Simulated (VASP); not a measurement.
# AlN (P6_3mc) in VASP: a series of runs, part 2 of 3

VASP 6.6.1.

### Step 3. Single point, PBE

The input, INCAR:

```
SYSTEM = AlN
  ALGO = Normal
  EDIFF = 1E-6
  ENCUT = 520
  GGA = PE
  ISIF = 2
  ISMEAR = 0
  LASPH = .True.
  LCHARG = .False.
  LREAL = .False.
  LWAVE = .False.
  NBANDS = 16
  NELM = 60
  PREC = Accurate
  SIGMA = 0.015
```

The input, KPOINTS:

```
k-points
0
Gamma
  10 10 6
  0 0 0
```

The input, POSCAR:

```
AlN
1.0
    3.1130000000      0.0000000000      0.0000000000
   -1.5565000000      2.6959370820      0.0000000000
    0.0000000000      0.0000000000      4.9810000000
Al N
2 2
Direct
    0.6666666667      0.3333333333      0.5000000000
    0.3333333333      0.6666666667      0.0000000000
    0.6666666667      0.3333333333      0.8800000000
    0.3333333333      0.6666666667      0.3800000000
```

Potentials or basis: VASP PAW PBE potentials, release 64 (Al, N).

On the command line:

```
cat potpaw_PBE.64/Al/POTCAR potpaw_PBE.64/N/POTCAR > POTCAR
mpirun -np 1 vasp_std > vasp.out
```

OUTCAR:

```text
SYSTEM = AlN
   EDIFF = 1E-6
   ENCUT = 520
   GGA = PE
   ISIF = 2
   ISMEAR = 0
   LASPH = .True.
   LREAL = .False.
   NELM = 60
   PREC = Accurate

 ion  position               nearest neighbor table
   1  0.667  0.333  0.500-   3 1.89   4 1.89   4 1.89   4 1.89   2 3.07   2 3.07   2 3.07   2 3.07
                             2 3.07   2 3.07
   2  0.333  0.667  0.000-   4 1.89   3 1.89   3 1.89   3 1.89   1 3.07   1 3.07   1 3.07   1 3.07
                             1 3.07   1 3.07
   3  0.667  0.333  0.880-   1 1.89   2 1.89   2 1.89   2 1.89
   4  0.333  0.667  0.380-   2 1.89   1 1.89   1 1.89   1 1.89

  LATTYP: Found a hexagonal cell.
 ALAT       =     3.1130000000
 C/A-ratio  =     1.6000642467

  Lattice vectors:

 A1 = (   3.1130000000,   0.0000000000,   0.0000000000)
 A2 = (  -1.5565000000,   2.6959370820,   0.0000000000)
 A3 = (   0.0000000000,   0.0000000000,   4.9810000000)

Analysis of symmetry for initial positions (statically):
=====================================================================
 Subroutine PRICEL returns:
 Original cell was already a primitive cell.

 Routine SETGRP: Setting up the symmetry group for a
 hexagonal supercell.

 Subroutine GETGRP returns: Found 12 space group operations
 (whereof  6 operations were pure point group operations)
 out of a pool of 24 trial point group operations.

The static configuration has the point symmetry C_3v.
 The point group associated with its full space group is C_6v.

Analysis of symmetry for dynamics (positions and initial velocities):
=====================================================================
 Subroutine PRICEL returns:
 Original cell was already a primitive cell.

 Routine SETGRP: Setting up the symmetry group for a
 hexagonal supercell.

 Subroutine GETGRP returns: Found 12 space group operations
 (whereof  6 operations were pure point group operations)
 out of a pool of 24 trial point group operations.

The dynamic configuration has the point symmetry C_3v.
 The point group associated with its full space group is C_6v.

 Subroutine INISYM returns: Found 12 space group operations
 (whereof  6 operations are pure point group operations),
 and found     1 'primitive' translations

----------------------------------------------------------------------------------------

                                     Primitive cell

  volume of cell :      41.8028

  direct lattice vectors                    reciprocal lattice vectors
     3.113000000  0.000000000  0.000000000     0.321233537  0.185464269  0.000000000
    -1.556500000  2.695937082  0.000000000     0.000000000  0.370928538  0.000000000
     0.000000000  0.000000000  4.981000000     0.000000000  0.000000000  0.200762899

  length of vectors
     3.113000000  3.113000000  4.981000000     0.370928538  0.370928538  0.200762899

  position of ions in fractional coordinates (direct lattice)
     0.666666667  0.333333333  0.500000000
     0.333333333  0.666666667  0.000000000
     0.666666667  0.333333333  0.880000000
     0.333333333  0.666666667  0.380000000

  ion indices of the primitive-cell ions
   primitive index   ion index
                 1           1
                 2           2
                 3           3
                 4           4

----------------------------------------------------------------------------------------

 KPOINTS: k-points

Automatic generation of k-mesh.
 Grid dimensions read from file:
 generate k-points for:   10   10    6

 Generating k-lattice:

  Cartesian coordinates                     Fractional coordinates (reciprocal lattice)
     0.032123354  0.018546427  0.000000000     0.100000000  0.000000000  0.000000000
     0.000000000  0.037092854  0.000000000     0.000000000  0.100000000  0.000000000
     0.000000000  0.000000000  0.033460483     0.000000000  0.000000000  0.166666667

  Length of vectors
     0.037092854  0.037092854  0.033460483

  Shift w.r.t. Gamma in fractional coordinates (k-lattice)
     0.000000000  0.000000000  0.000000000

 Subroutine IBZKPT returns following result:
 ===========================================

 Found     56 irreducible k-points:

 Following reciprocal coordinates:
            Coordinates               Weight
  0.000000  0.000000  0.000000      1.000000
  0.100000 -0.000000  0.000000      6.000000
  0.200000 -0.000000  0.000000      6.000000
  0.300000 -0.000000  0.000000      6.000000
  0.400000  0.000000  0.000000      6.000000
  0.500000 -0.000000  0.000000      3.000000
[... 16 lines left out ...]
  0.300000  0.100000  0.166667     24.000000
  0.400000  0.100000  0.166667     24.000000
 [... further k-points ...]
   k-points           NKPTS =     56   k-points in BZ     NKDIM =     56   number of bands    NBANDS=     16
   number of dos      NEDOS =    301   number of ions     NIONS =      4
   total plane-waves  NPLWV =  23040
   dimension x,y,z NGX =    24 NGY =   24 NGZ =   40
   dimension x,y,z NGXF=    48 NGYF=   48 NGZF=   80
   ions per type =               2   2
   NGX,Y,Z   is equivalent  to a cutoff of  12.82, 12.82, 13.35 a.u.
   NGXF,Y,Z  is equivalent  to a cutoff of  25.63, 25.63, 26.70 a.u.
 SYSTEM =  AlN
   PREC   = accura    normal or accurate (medium, high low for compatibility)
   ISTART =      0    job   : 0-new  1-cont  2-samecut
   ICHARG =      2    charge: 1-file 2-atom 10-const
   ISPIN  =      1    spin polarized calculation?
   LNONCOLLINEAR =      F non collinear calculations
   LSORBIT =      F    spin-orbit coupling
   LASPH  =      T    aspherical Exc in radial PAW
   ENCUT  =  520.0 eV  38.22 Ry    6.18 a.u.   5.79  5.79  9.26*2*pi/ulx,y,z
   NELM   =     60;   NELMIN=  2; NELMDL= -5     # of ELM steps
   EDIFF  = 0.1E-05   stopping-criterion for ELM
   LREAL  =      F    real-space projection
[... 7 lines left out ...]
   TEBEG  =    0.0;   TEEND  =   0.0 temperature during run
   PSTRESS=    0.0 pullay stress
   NELECT =      16.0000    total number of electrons
   NUPDOWN=      -1.0000    fix difference up-down
   EMIN   =  10.00;   EMAX   =-10.00  energy-range for DOS
   EFERMI =   0.00;   METHOD = LEGACY
   ISMEAR =     0;   SIGMA  =   0.01  broadening in eV -4-tet -1-fermi 0-gaus
   EFERMI_NEDOS =   21; number of points for ismear=-14 and -15
   IALGO  =     38    algorithm
   IMIX   =      4    mixing-type and parameters
     AMIX     =   0.40;   BMIX     =  1.00
     AMIX_MAG =   1.60;   BMIX_MAG =  1.00
  volume/ion in A,a.u.               =      10.45        70.52
  Fermi-wavevector in a.u.,A,eV,Ry     =   1.188629  2.246183 19.222843  1.412839
  Thomas-Fermi vector in A             =   2.324754
   LORBIT       =      0    0 simple, 1 ext, 2 COOP (PROOUT), +10 PAW based schemes
   GGA     = PE    functional components
   LHFCALC =     F    Hartree Fock is set to
   AEXX    =    0.0000 exact exchange contribution
   IVDW    =     0    specifies the selected vdW correction
   LEPSILON=     F    determine dielectric tensor
   LRPA    =     F    only Hartree local field effects (RPA)
 non-spin polarized calculation
 Gauss-broadening in eV      SIGMA  =   0.01
  energy-cutoff  :      520.00
  volume of cell :       41.80
 maximum number of plane-waves:      1142
 NGX is ok and might be reduce to    24
   NGX = 11   NGY = 11   NGZ = 19

 number of electron      15.9999997 magnetization

 Free energy of the ion-electron system (eV)
  ---------------------------------------------------
  ext. energy  EPLUGINS =         0.00000000
  ---------------------------------------------------
  free energy    TOTEN  =       -29.77127407 eV

  energy without entropy =      -29.77127407  energy(sigma->0) =      -29.77127407

 E-fermi :   6.1831     XC(G=0): -10.9068

 val. band max:        6.1213404409   @ k =   0.0000   0.0000   0.0000
 cond. band min:      10.3450094940   @ k =   0.0000   0.0000   0.0000
 fundamental gap:      4.2236690531
 Fermi energy:         6.1831454616

 k-point     1 :       0.0000    0.0000    0.0000
  band No.  band energies     occupation
      1      -9.0374      2.00000
      2      -6.8891      2.00000
      3       0.1487      2.00000
      4       5.2898      2.00000
      5       5.2898      2.00000
      6       5.9418      2.00000
[... 433 lines left out ...]
      3       0.7425      2.00000
      4       1.7538      2.00000
      5       3.0734      2.00000
      6       3.8578      2.00000
[... 8 lines left out ...]
     15      18.7698      0.00000
     16      21.0507      0.00000

 [... further k-points ...]

------------------------ aborting loop because EDIFF is reached ----------------------------------------

  FORCE on cell =-STRESS in cart. coord.  units (eV):
  Direction    XX          YY          ZZ          XY          YZ          ZX
  --------------------------------------------------------------------------------------
  -------------------------------------------------------------------------------------
  Total        0.7604337      0.7604337      1.1933104      0.0000000      0.0000000     -0.0000000
  in kB       29.1451671     29.1451671     45.7360429      0.0000000      0.0000000     -0.0000000
  external PRESSURE =      34.6754591 kB  Pullay stress =       0.0000000 kB

 VOLUME and BASIS-vectors are now :
 -----------------------------------------------------------------------------
  energy-cutoff  :      520.00
  volume of cell :       41.80
      direct lattice vectors                 reciprocal lattice vectors
     3.113000000  0.000000000  0.000000000     0.321233537  0.185464269  0.000000000
    -1.556500000  2.695937082  0.000000000     0.000000000  0.370928538  0.000000000
     0.000000000  0.000000000  4.981000000     0.000000000  0.000000000  0.200762899

 POSITION                                       TOTAL-FORCE (eV/Angst)
 -----------------------------------------------------------------------------------
      1.55650      0.89865      2.49050         0.000000     -0.000000     -0.128901
     -0.00000      1.79729      0.00000         0.000000     -0.000000     -0.128901
      1.55650      0.89865      4.38328        -0.000000      0.000000      0.128901
     -0.00000      1.79729      1.89278        -0.000000     -0.000000      0.128901
 -----------------------------------------------------------------------------------
    total drift:                               -0.000000     -0.000000      0.000429

  FREE ENERGIE OF THE ION-ELECTRON SYSTEM (eV)
  ---------------------------------------------------
  free  energy   TOTEN  =       -29.7712740720 eV

  energy  without entropy=      -29.7712740720  energy(sigma->0) =      -29.77127407
```

Wall time 40 s (1 thread of Intel Xeon 8259CL, shared host); peak memory 0.17 GiB.

Results:

* Free energy: -29.7713 eV
* Pressure: 3.5 GPa
* Largest force: 0.129 eV/Å
* Band gap on the k mesh: 4.22 eV

Forces in eV/Å, atoms in the order of the input:
```
Al   0.000  0.000 -0.129
Al   0.000  0.000 -0.129
N    0.000  0.000  0.129
N    0.000  0.000  0.129
```

Stress tensor (GPa, compression positive):
```
2.91 0.00 0.00
0.00 2.91 0.00
0.00 0.00 4.57
```

Caveat: the cell stands under pressure. A k mesh can miss the band edges.

### Step 4. Single point, PBE

The input, INCAR:

```
SYSTEM = AlN
ALGO = Normal
EDIFF = 1E-6
ENCUT = 520
GGA = PE
ISIF = 2
ISMEAR = 0
LASPH = .True.
LCHARG = .False.
LREAL = .False.
LWAVE = .False.
NBANDS = 16
NELM = 60
PREC = Accurate
SIGMA = 0.016
```

KPOINTS is that of step 3.

POSCAR is that of step 3.

Potentials or basis: VASP PAW PBE potentials, release 64 (Al, N).

On the command line:

```
cat potpaw_PBE.64/Al/POTCAR potpaw_PBE.64/N/POTCAR > POTCAR
mpirun -np 1 vasp_std > vasp.out
```

OUTCAR:

```text
SYSTEM = AlN
   EDIFF = 1E-6
   ENCUT = 520
   GGA = PE
   ISIF = 2
   ISMEAR = 0
   LASPH = .True.
   LREAL = .False.
   NELM = 60
   PREC = Accurate

 ion  position               nearest neighbor table
   1  0.667  0.333  0.500-   3 1.89   4 1.89   4 1.89   4 1.89   2 3.07   2 3.07   2 3.07   2 3.07
                             2 3.07   2 3.07
   2  0.333  0.667  0.000-   4 1.89   3 1.89   3 1.89   3 1.89   1 3.07   1 3.07   1 3.07   1 3.07
                             1 3.07   1 3.07
[... 663 lines left out ...]
  --------------------------------------------------------------------------------------
  -------------------------------------------------------------------------------------
  Total        0.7604337      0.7604337      1.1933104      0.0000000      0.0000000     -0.0000000
  in kB       29.1451671     29.1451671     45.7360429      0.0000000      0.0000000     -0.0000000
  external PRESSURE =      34.6754590 kB  Pullay stress =       0.0000000 kB

 VOLUME and BASIS-vectors are now :
 -----------------------------------------------------------------------------
  energy-cutoff  :      520.00
  volume of cell :       41.80
      direct lattice vectors                 reciprocal lattice vectors
     3.113000000  0.000000000  0.000000000     0.321233537  0.185464269  0.000000000
    -1.556500000  2.695937082  0.000000000     0.000000000  0.370928538  0.000000000
     0.000000000  0.000000000  4.981000000     0.000000000  0.000000000  0.200762899

 POSITION                                       TOTAL-FORCE (eV/Angst)
 -----------------------------------------------------------------------------------
      1.55650      0.89865      2.49050        -0.000000      0.000000     -0.128901
     -0.00000      1.79729      0.00000        -0.000000     -0.000000     -0.128901
      1.55650      0.89865      4.38328         0.000000      0.000000      0.128901
     -0.00000      1.79729      1.89278        -0.000000     -0.000000      0.128901
 -----------------------------------------------------------------------------------
    total drift:                               -0.000000     -0.000000      0.000429

  FREE ENERGIE OF THE ION-ELECTRON SYSTEM (eV)
  ---------------------------------------------------
  free  energy   TOTEN  =       -29.7712740725 eV

  energy  without entropy=      -29.7712740725  energy(sigma->0) =      -29.77127407
```

It took 42 s on 1 thread of Intel Xeon 8259CL, shared host; peak memory 0.17 GiB.

What came out:

| Quantity | Value |
| --- | --- |
| Free energy | -29.7713 eV |
| Pressure | 3.5 GPa |
| Largest force | 0.129 eV/Å |
| Band gap on the k mesh | 4.22 eV |

Forces in eV/Å, atoms in the order of the input:
```
Al   0.000  0.000 -0.129
Al   0.000  0.000 -0.129
N    0.000  0.000  0.129
N    0.000  0.000  0.129
```

Stress tensor (GPa, compression positive):
```
2.91 0.00 0.00
0.00 2.91 0.00
0.00 0.00 4.57
```

Caveat: the cell stands under pressure. A k mesh can miss the band edges.

### Step 5. Single point, PBE

The input, INCAR:

```
PREC     = Accurate       # precision mode
ENCUT    = 520            # plane-wave cutoff, eV
EDIFF    = 1E-7           # SCF threshold, eV
ISMEAR   = 0              # smearing method
SIGMA    = 0.017          # smearing width, eV
LREAL    = F              # projectors in reciprocal space
LASPH    = T              # aspherical terms in the spheres
NELM     = 80             # most SCF steps
ALGO     = Normal         # electronic algorithm
ISIF     = 2              # what is computed and relaxed
LWAVE    = F              # write WAVECAR
LCHARG   = F              # write CHGCAR
GGA      = PE             # functional
NBANDS   = 16             # bands
```

The input, KPOINTS:

```
regular mesh
0
Gamma
  10 10 6
```

POSCAR is that of step 4.

Potentials or basis: VASP PAW PBE potentials, release 64 (Al, N).

On the command line:

```
cat potpaw_PBE.64/Al/POTCAR potpaw_PBE.64/N/POTCAR > POTCAR
mpirun -np 1 vasp_std > vasp.out
```

OUTCAR:

```text
PREC = Accurate
   ENCUT = 520
   EDIFF = 1E-7
   ISMEAR = 0
   LREAL = F
   LASPH = T
   NELM = 80
   ISIF = 2
   GGA = PE

 ion  position               nearest neighbor table
   1  0.667  0.333  0.500-   3 1.89   4 1.89   4 1.89   4 1.89   2 3.07   2 3.07   2 3.07   2 3.07
                             2 3.07   2 3.07
   2  0.333  0.667  0.000-   4 1.89   3 1.89   3 1.89   3 1.89   1 3.07   1 3.07   1 3.07   1 3.07
                             1 3.07   1 3.07
   3  0.667  0.333  0.880-   1 1.89   2 1.89   2 1.89   2 1.89
   4  0.333  0.667  0.380-   2 1.89   1 1.89   1 1.89   1 1.89
[... 661 lines left out ...]
  --------------------------------------------------------------------------------------
  -------------------------------------------------------------------------------------
  Total        0.7578816      0.7578816      1.1907218      0.0000000      0.0000000      0.0000000
  in kB       29.0473526     29.0473526     45.6368312      0.0000000      0.0000000      0.0000000
  external PRESSURE =      34.5771788 kB  Pullay stress =       0.0000000 kB

 VOLUME and BASIS-vectors are now :
 -----------------------------------------------------------------------------
  energy-cutoff  :      520.00
  volume of cell :       41.80
      direct lattice vectors                 reciprocal lattice vectors
     3.113000000  0.000000000  0.000000000     0.321233537  0.185464269  0.000000000
    -1.556500000  2.695937082  0.000000000     0.000000000  0.370928538  0.000000000
     0.000000000  0.000000000  4.981000000     0.000000000  0.000000000  0.200762899

 POSITION                                       TOTAL-FORCE (eV/Angst)
 -----------------------------------------------------------------------------------
      1.55650      0.89865      2.49050        -0.000000      0.000000     -0.128866
     -0.00000      1.79729      0.00000         0.000000     -0.000000     -0.128866
      1.55650      0.89865      4.38328         0.000000     -0.000000      0.128866
     -0.00000      1.79729      1.89278        -0.000000      0.000000      0.128866
 -----------------------------------------------------------------------------------
    total drift:                               -0.000000     -0.000000      0.000367

  FREE ENERGIE OF THE ION-ELECTRON SYSTEM (eV)
  ---------------------------------------------------
  free  energy   TOTEN  =       -29.7712740705 eV

  energy  without entropy=      -29.7712740705  energy(sigma->0) =      -29.77127407
```

stdout:

```text
POSCAR found type information on POSCAR AlN
 POSCAR found :  2 types and       4 ions
 scaLAPACK will be used
 LDA part: xc-table for (Slater+PW92), standard interpolation
 POSCAR, INCAR and KPOINTS ok, starting setup
 FFT: planning ... GRIDC
 FFT: planning ... GRID_SOFT
 FFT: planning ... GRID
 WAVECAR not read
 entering main loop
```

Wall time 52 s (1 thread of Intel Xeon 8259CL, shared host); peak memory 0.17 GiB.

What came out:

| Property | Result |
| --- | --- |
| Free energy | -29.7713 eV |
| Pressure | 3.5 GPa |
| Largest force | 0.129 eV/Å |
| Band gap on the k mesh | 4.22 eV |

Forces on the atoms (eV/Å):
```
Al   0.000  0.000 -0.129
Al   0.000  0.000 -0.129
N    0.000  0.000  0.129
N    0.000  0.000  0.129
```

Caveat: the cell stands under pressure.

(Continued in part 3 of 3.)
